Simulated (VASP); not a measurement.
# Li32Cl31 (a cell with a defect) in VASP: single point with PBEsol

Aim: the single point of Li32Cl31 (a cell with a defect) with PBEsol.

Everything below comes from runs of VASP 6.6.1. Logs are shortened: lines on timing, memory, paths and dates and some standing lists are left out, and cuts for length are marked.

### 1 The cell of the first run

The cell holds a defect, 63 atoms: a = 10.133 Å, b = 10.133 Å, c = 10.133 Å, α = 90.00°, β = 90.00°, γ = 90.00°.

### 2 Single point, PBEsol

INCAR reads:

```
SYSTEM = Li32Cl31
ALGO = Normal
EDIFF = 1E-7
ENCUT = 520
GGA = PS
ISIF = 2
ISMEAR = -1
ISYM = 0
LASPH = .TRUE.
LCHARG = .FALSE.
LREAL = Auto
LWAVE = .FALSE.
NBANDS = 194
NELECT = 312.0
NELM = 80
PREC = Accurate
SIGMA = 0.05
```

KPOINTS reads:

```
Automatic mesh
0
Gamma
  1 1 1
  0.25 0.25 0.25
```

POSCAR reads:

```
Li32Cl31
1.0
   10.1327090000      0.0000000000      0.0000000000
    0.0000000000     10.1327090000      0.0000000000
    0.0000000000      0.0000000000     10.1327090000
Cl Li
31 32
Direct
    0.2499880000      0.0001390000      0.0000200000
    0.2499620000      0.0001440000      0.4999890000
    0.2499620000      0.5000560000      0.0000290000
    0.7499710000      0.0002420000      0.0000170000
    0.7499910000      0.0002150000      0.4999870000
    0.7499680000      0.5001590000      0.9999920000
    0.7499470000      0.5002620000      0.5000250000
    0.0011790000      0.2513980000      0.0001440000
    0.0054370000      0.2557150000      0.5000800000
    0.0011770000      0.7488750000      0.0000260000
    0.0054980000      0.7446810000      0.5000010000
    0.4986990000      0.2514770000      0.0000380000
    0.4944730000      0.2556890000      0.4999950000
    0.4987550000      0.7489280000      0.9998980000
    0.4945370000      0.7447440000      0.4999190000
    0.0012320000      0.0001630000      0.2513320000
    0.0012190000      0.0002720000      0.7487850000
    0.0054180000      0.5000880000      0.2554890000
    0.0053370000      0.5002580000      0.7446650000
    0.4987200000      0.0001760000      0.2512060000
    0.4986830000      0.0002090000      0.7487090000
    0.4945510000      0.5002100000      0.2554230000
    0.4944190000      0.5002270000      0.7445300000
    0.2499810000      0.2555820000      0.2555630000
    0.2499460000      0.2556990000      0.7445210000
    0.2500000000      0.7446250000      0.2553980000
    0.2499620000      0.7447730000      0.7445120000
    0.7499370000      0.2514610000      0.2513160000
    0.7499160000      0.2514970000      0.7487230000
    0.7500370000      0.7489440000      0.2512900000
    0.7499560000      0.7490540000      0.7486920000
    0.9987020000      0.0001910000      0.9999110000
    0.9975160000      0.0004580000      0.5001460000
    0.9974140000      0.5001300000      0.0005460000
    0.9784680000      0.5002700000      0.5001850000
    0.5011170000      0.0002930000      0.9997780000
    0.5025350000      0.9996830000      0.4997630000
    0.5026590000      0.5002740000      0.9998050000
    0.5214040000      0.4999900000      0.4998620000
    0.2499280000      0.2475030000      0.0003790000
    0.2500030000      0.2287080000      0.5002890000
    0.2499340000      0.7525700000      0.9998870000
    0.2499460000      0.7716360000      0.5000150000
    0.7497610000      0.2491940000      0.0002780000
    0.7500120000      0.2476800000      0.5000430000
    0.7499110000      0.7514370000      0.9998300000
    0.7500350000      0.7528750000      0.4999510000
    0.2499960000      0.9999400000      0.2474840000
    0.2500020000      0.0001630000      0.7526490000
    0.2500370000      0.4999990000      0.2285670000
    0.2497780000      0.5003080000      0.7715200000
    0.7500840000      0.0003030000      0.2488230000
    0.7498120000      0.0007930000      0.7511490000
    0.7500140000      0.5002440000      0.2474200000
    0.7499840000      0.5004960000      0.7524810000
    0.9994100000      0.2494280000      0.2496940000
    0.9994010000      0.2499850000      0.7509240000
    0.9993840000      0.7506530000      0.2495430000
    0.9993700000      0.7509530000      0.7505720000
    0.5003120000      0.2495310000      0.2494980000
    0.5004100000      0.2497700000      0.7504930000
    0.5005480000      0.7506680000      0.2491110000
    0.5006200000      0.7507190000      0.7502470000
```

Potentials or basis: VASP PAW PBE potentials, release 64 (Cl, Li_sv).

Run with:

```sh
$ cat potpaw_PBE.64/Cl/POTCAR potpaw_PBE.64/Li_sv/POTCAR > POTCAR
$ mpirun -np 1 vasp_std > vasp.out
```

OUTCAR:

```text
SYSTEM = Li32Cl31
   EDIFF = 1E-7
   ENCUT = 520
   GGA = PS
   ISIF = 2
   ISMEAR = -1
   ISYM = 0
   LASPH = .TRUE.
   LREAL = Auto
   NELECT = 312.0
   NELM = 80
   PREC = Accurate

 ion  position               nearest neighbor table
   1  0.250  0.000  0.000-  40 2.51  49 2.51  48 2.51  42 2.51  36 2.54  32 2.55
   2  0.250  0.000  0.500-  43 2.32  41 2.32  33 2.56  48 2.56  37 2.56  49 2.56
   3  0.250  0.500  0.000-  51 2.32  50 2.32  42 2.56  34 2.56  40 2.56  38 2.56
   4  0.750  0.000  0.000-  32 2.52  46 2.52  52 2.52  36 2.52  53 2.52  44 2.52
   5  0.750  0.000  0.500-  47 2.51  37 2.51  45 2.51  33 2.51  53 2.54  52 2.54
   6  0.750  0.500  1.000-  38 2.51  54 2.51  34 2.51  55 2.51  44 2.54  46 2.55
[... 40 lines left out ...]
  47  0.750  0.753  0.500-   5 2.51  30 2.52  31 2.52   7 2.56  11 2.59  15 2.59
  48  0.250  1.000  0.247-   1 2.51  20 2.52  16 2.52   2 2.56  26 2.59  24 2.59
  49  0.250  0.000  0.753-   1 2.51  21 2.52  17 2.52   2 2.56  27 2.59  25 2.59
  50  0.250  0.500  0.229-   3 2.32  24 2.49  22 2.49  26 2.49  18 2.49
  51  0.250  0.500  0.772-   3 2.32  19 2.49  27 2.49  25 2.49  23 2.49
  52  0.750  0.000  0.249-   4 2.52  16 2.54   5 2.54  28 2.55  30 2.55  20 2.55
  53  0.750  0.001  0.751-   4 2.52  29 2.54  21 2.54   5 2.54  17 2.55  31 2.55
  54  0.750  0.500  0.247-   6 2.51  30 2.52  28 2.52   7 2.56  18 2.59  22 2.59
  55  0.750  0.500  0.752-   6 2.51  31 2.52  29 2.52   7 2.56  19 2.59  23 2.59
  56  0.999  0.249  0.250-  16 2.53  28 2.53   8 2.53   9 2.54  24 2.54  18 2.54
  57  0.999  0.250  0.751-   8 2.53  29 2.53  17 2.53  19 2.54  25 2.54   9 2.54
  58  0.999  0.751  0.250-  30 2.53  16 2.53  10 2.53  11 2.54  18 2.54  26 2.54
  59  0.999  0.751  0.751-  17 2.53  31 2.53  10 2.53  11 2.54  27 2.54  19 2.54
  60  0.500  0.250  0.249-  20 2.53  12 2.53  28 2.53  24 2.54  13 2.54  22 2.54
  61  0.500  0.250  0.750-  29 2.53  12 2.53  21 2.53  23 2.54  25 2.54  13 2.54
  62  0.501  0.751  0.249-  14 2.53  30 2.53  20 2.53  22 2.54  26 2.54  15 2.54
  63  0.501  0.751  0.750-  31 2.53  21 2.53  14 2.53  15 2.54  23 2.54  27 2.54

IMPORTANT INFORMATION: All symmetrisations will be switched off!
NOSYMM: (Re-)initialisation of all symmetry stuff for point group C_1.

----------------------------------------------------------------------------------------

                                     Primitive cell

  volume of cell :    1040.3434

  direct lattice vectors                    reciprocal lattice vectors
    10.132709000  0.000000000  0.000000000     0.098690291  0.000000000  0.000000000
     0.000000000 10.132709000  0.000000000     0.000000000  0.098690291  0.000000000
     0.000000000  0.000000000 10.132709000     0.000000000  0.000000000  0.098690291

  length of vectors
    10.132709000 10.132709000 10.132709000     0.098690291  0.098690291  0.098690291

  position of ions in fractional coordinates (direct lattice)
     0.249988000  0.000139000  0.000020000
     0.249962000  0.000144000  0.499989000
     0.249962000  0.500056000  0.000029000
     0.749971000  0.000242000  0.000017000
     0.749991000  0.000215000  0.499987000
     0.749968000  0.500159000  0.999992000
[... 55 lines left out ...]
     0.500548000  0.750668000  0.249111000
     0.500620000  0.750719000  0.750247000

  ion indices of the primitive-cell ions
   primitive index   ion index
                 1           1
                 2           2
                 3           3
                 4           4
                 5           5
                 6           6
[... 55 lines left out ...]
                62          62
                63          63

----------------------------------------------------------------------------------------

 KPOINTS: Automatic mesh

Automatic generation of k-mesh.
 Grid dimensions read from file:
 generate k-points for:    1    1    1

 Generating k-lattice:

  Cartesian coordinates                     Fractional coordinates (reciprocal lattice)
     0.098690291  0.000000000  0.000000000     1.000000000  0.000000000  0.000000000
     0.000000000  0.098690291  0.000000000     0.000000000  1.000000000  0.000000000
     0.000000000  0.000000000  0.098690291     0.000000000  0.000000000  1.000000000

  Length of vectors
     0.098690291  0.098690291  0.098690291

  Shift w.r.t. Gamma in fractional coordinates (k-lattice)
     0.250000000  0.250000000  0.250000000

 Subroutine IBZKPT returns following result:
 ===========================================

 Found      4 irreducible k-points:

 Following reciprocal coordinates:
            Coordinates               Weight
  0.250000  0.250000  0.250000      2.000000
 -0.250000  0.250000  0.250000      2.000000
 -0.250000 -0.250000  0.250000      2.000000
  0.250000 -0.250000  0.250000      2.000000
   k-points           NKPTS =      4   k-points in BZ     NKDIM =      4   number of bands    NBANDS=    194
   number of dos      NEDOS =    301   number of ions     NIONS =     63
   total plane-waves  NPLWV = 512000
   dimension x,y,z NGX =    80 NGY =   80 NGZ =   80
   dimension x,y,z NGXF=   160 NGYF=  160 NGZF=  160
   ions per type =              31  32
   NGX,Y,Z   is equivalent  to a cutoff of  13.13, 13.13, 13.13 a.u.
   NGXF,Y,Z  is equivalent  to a cutoff of  26.25, 26.25, 26.25 a.u.
 SYSTEM =  Li32Cl31
   PREC   = accura    normal or accurate (medium, high low for compatibility)
   ISTART =      0    job   : 0-new  1-cont  2-samecut
   ICHARG =      2    charge: 1-file 2-atom 10-const
   ISPIN  =      1    spin polarized calculation?
   LNONCOLLINEAR =      F non collinear calculations
   LSORBIT =      F    spin-orbit coupling
   LASPH  =      T    aspherical Exc in radial PAW
   ENCUT  =  520.0 eV  38.22 Ry    6.18 a.u.  18.84 18.84 18.84*2*pi/ulx,y,z
   NELM   =     80;   NELMIN=  2; NELMDL= -5     # of ELM steps
   EDIFF  = 0.1E-06   stopping-criterion for ELM
   LREAL  =      T    real-space projection
   EDIFFG = 0.1E-05   stopping-criterion for IOM
   NSW    =      0    number of steps for IOM
   IBRION =     -1    ionic relax: 0-MD 1-quasi-New 2-CG
   NFREE  =      0    steps in history (QN), initial steepest desc. (CG)
   ISIF   =      2    stress and relaxation
   ISYM   =      0    0-nonsym 1-usesym 2-fastsym
   POTIM  = 0.5000    time-step for ionic-motion
   TEBEG  =    0.0;   TEEND  =   0.0 temperature during run
   PSTRESS=    0.0 pullay stress
   NELECT =     312.0000    total number of electrons
   NUPDOWN=      -1.0000    fix difference up-down
   EMIN   =  10.00;   EMAX   =-10.00  energy-range for DOS
   EFERMI =   0.00;   METHOD = LEGACY
   ISMEAR =    -1;   SIGMA  =   0.05  broadening in eV -4-tet -1-fermi 0-gaus
   EFERMI_NEDOS =   21; number of points for ismear=-14 and -15
   IALGO  =     38    algorithm
   IMIX   =      4    mixing-type and parameters
     AMIX     =   0.40;   BMIX     =  1.00
     AMIX_MAG =   1.60;   BMIX_MAG =  1.00
  volume/ion in A,a.u.               =      16.51       111.44
  Fermi-wavevector in a.u.,A,eV,Ry     =   1.095807  2.070775 16.337784  1.200793
  Thomas-Fermi vector in A             =   2.232138
   LORBIT       =      0    0 simple, 1 ext, 2 COOP (PROOUT), +10 PAW based schemes
   GGA     = PS    functional components
   LHFCALC =     F    Hartree Fock is set to
   AEXX    =    0.0000 exact exchange contribution
   IVDW    =     0    specifies the selected vdW correction
   LEPSILON=     F    determine dielectric tensor
   LRPA    =     F    only Hartree local field effects (RPA)
 non-spin polarized calculation
  energy-cutoff  :      520.00
  volume of cell :     1040.34
 maximum number of plane-waves:     28033
 NGX is ok and might be reduce to    80
   NGX = 37   NGY = 37   NGZ = 37

 number of electron     312.0000257 magnetization

 Free energy of the ion-electron system (eV)
  ---------------------------------------------------
  ext. energy  EPLUGINS =         0.00000000
  ---------------------------------------------------
  free energy    TOTEN  =      -243.16627037 eV

  energy without entropy =     -243.16627037  energy(sigma->0) =     -243.16627037

 E-fermi :   1.8674     XC(G=0):  -8.9080

 val. band max:        0.6144295167   @ k =   0.2500  -0.2500   0.2500
 cond. band min:       6.0822271522   @ k =  -0.2500   0.2500   0.2500
 fundamental gap:      5.4677976355
 Fermi energy:         1.8673736754

 k-point     1 :       0.2500    0.2500    0.2500
  band No.  band energies     occupation
      1     -42.1611      2.00000
      2     -42.1608      2.00000
      3     -42.1605      2.00000
      4     -42.1603      2.00000
      5     -42.1601      2.00000
      6     -42.1593      2.00000
[... 160 lines left out ...]
    167       8.3462      0.00000
    168       8.5771      0.00000

 k-point     2 :      -0.2500    0.2500    0.2500
  band No.  band energies     occupation
      1     -42.1611      2.00000
      2     -42.1608      2.00000
      3     -42.1605      2.00000
      4     -42.1603      2.00000
      5     -42.1601      2.00000
      6     -42.1593      2.00000
[... 160 lines left out ...]
    167       8.3465      0.00000
    168       8.5771      0.00000

 k-point     3 :      -0.2500   -0.2500    0.2500
  band No.  band energies     occupation
      1     -42.1611      2.00000
      2     -42.1608      2.00000
      3     -42.1605      2.00000
      4     -42.1603      2.00000
      5     -42.1601      2.00000
      6     -42.1593      2.00000
[... 160 lines left out ...]
    167       8.3463      0.00000
    168       8.5770      0.00000

 k-point     4 :       0.2500   -0.2500    0.2500
  band No.  band energies     occupation
      1     -42.1611      2.00000
      2     -42.1608      2.00000
      3     -42.1605      2.00000
      4     -42.1603      2.00000
      5     -42.1601      2.00000
      6     -42.1593      2.00000
[... 160 lines left out ...]
    167       8.3465      0.00000
    168       8.5766      0.00000
 [bands above 168 left out]

------------------------ aborting loop because EDIFF is reached ----------------------------------------

  FORCE on cell =-STRESS in cart. coord.  units (eV):
  Direction    XX          YY          ZZ          XY          YZ          ZX
  --------------------------------------------------------------------------------------
  -------------------------------------------------------------------------------------
  Total       -7.7067017     -7.7085373     -7.7008029      0.0012995      0.0012422     -0.0006924
  in kB      -11.8686800    -11.8715069    -11.8595956      0.0020013      0.0019131     -0.0010663
  external PRESSURE =     -11.8665942 kB  Pullay stress =       0.0000000 kB

 VOLUME and BASIS-vectors are now :
 -----------------------------------------------------------------------------
  energy-cutoff  :      520.00
  volume of cell :     1040.34
      direct lattice vectors                 reciprocal lattice vectors
    10.132709000  0.000000000  0.000000000     0.098690291  0.000000000  0.000000000
     0.000000000 10.132709000  0.000000000     0.000000000  0.098690291  0.000000000
     0.000000000  0.000000000 10.132709000     0.000000000  0.000000000  0.098690291

 POSITION                                       TOTAL-FORCE (eV/Angst)
 -----------------------------------------------------------------------------------
      2.53306      0.00141      0.00020        -0.000928     -0.000982      0.000042
      2.53279      0.00146      5.06624         0.000722      0.000186      0.000519
      2.53279      5.06692      0.00029         0.000315      0.001610      0.000523
      7.59924      0.00245      0.00017        -0.000785     -0.000895     -0.000685
      7.59944      0.00218      5.06622         0.000126     -0.000248      0.000322
      7.59921      5.06797     10.13263         0.000067      0.000935      0.000146
[... 55 lines left out ...]
      5.07191      7.60630      2.52417        -0.000287      0.000082      0.002553
      5.07264      7.60682      7.60203        -0.001238      0.000858      0.001506
 -----------------------------------------------------------------------------------
    total drift:                               -0.002295      0.006535      0.001080

  FREE ENERGIE OF THE ION-ELECTRON SYSTEM (eV)
  ---------------------------------------------------
  free  energy   TOTEN  =      -243.1662703682 eV

  energy  without entropy=     -243.1662703681  energy(sigma->0) =     -243.16627037
```

It took 56 min on 1 thread of Intel Xeon 8259CL, shared host; peak memory 1.2 GiB.

What came out:

```yaml
Free_energy: -243.1663 eV
Largest_force: 0.007 eV/Å
```

Forces on the atoms (eV/Å):
```
Cl  -0.001 -0.001  0.000
Cl   0.001  0.000  0.001
Cl   0.000  0.002  0.001
Cl  -0.001 -0.001 -0.001
Cl   0.000  0.000  0.000
Cl   0.000  0.001  0.000
Cl   0.000 -0.002  0.000
Cl   0.003  0.004  0.000
Cl   0.000  0.000  0.001
Cl   0.004 -0.002  0.000
Cl   0.000  0.001  0.001
Cl  -0.003  0.002 -0.001
Cl   0.000 -0.002  0.000
Cl  -0.004 -0.003  0.000
Cl  -0.002 -0.002  0.000
Cl   0.004 -0.001  0.002
Cl   0.003  0.001 -0.003
Cl   0.001  0.001  0.002
Cl   0.001  0.001 -0.001
Cl  -0.003 -0.001  0.002
Cl  -0.003  0.000 -0.004
Cl  -0.001 -0.001  0.000
Cl   0.001  0.001 -0.002
Cl  -0.001  0.000  0.000
Cl  -0.001  0.000  0.003
Cl  -0.001  0.000  0.001
Cl   0.000 -0.001  0.001
Cl   0.000  0.003  0.003
Cl   0.000  0.005  0.000
Cl  -0.002 -0.003  0.001
Cl   0.000 -0.002 -0.003
Li   0.000  0.000  0.002
Li  -0.006 -0.002 -0.001
Li  -0.005  0.001 -0.004
Li   0.000  0.000  0.000
Li   0.002 -0.001  0.001
Li   0.005  0.004  0.002
Li   0.002 -0.001  0.001
Li   0.001  0.002  0.000
Li   0.000 -0.004 -0.003
Li   0.000 -0.001 -0.002
Li   0.000  0.006  0.001
Li   0.000  0.000 -0.001
Li   0.002 -0.004 -0.002
Li  -0.001 -0.005  0.000
Li   0.001  0.000  0.002
Li   0.000  0.003  0.000
Li   0.000  0.001 -0.005
Li  -0.001  0.001  0.003
Li   0.000  0.002  0.001
Li   0.001 -0.001  0.000
Li  -0.001 -0.001 -0.002
Li   0.001 -0.004  0.002
Li  -0.001  0.000 -0.004
Li   0.000 -0.002  0.005
Li   0.000  0.002  0.000
Li   0.001 -0.001 -0.003
Li   0.001  0.001 -0.001
Li   0.000 -0.001  0.000
Li   0.002  0.002  0.001
Li   0.000  0.001  0.000
Li   0.000  0.000  0.003
Li  -0.001  0.001  0.002
```

Caveat: the cell carries a net charge on a neutralising background, which shifts energy and pressure; the cell is charged against a uniform background, so pressure and absolute levels hang on convention; the cutoff is under 1.25 times the usual one of these potentials, so pressure, stress and relaxed cells hold a basis-set (Pulay) error; the PAW data sets were made with another functional, which shifts forces and pressure a little.
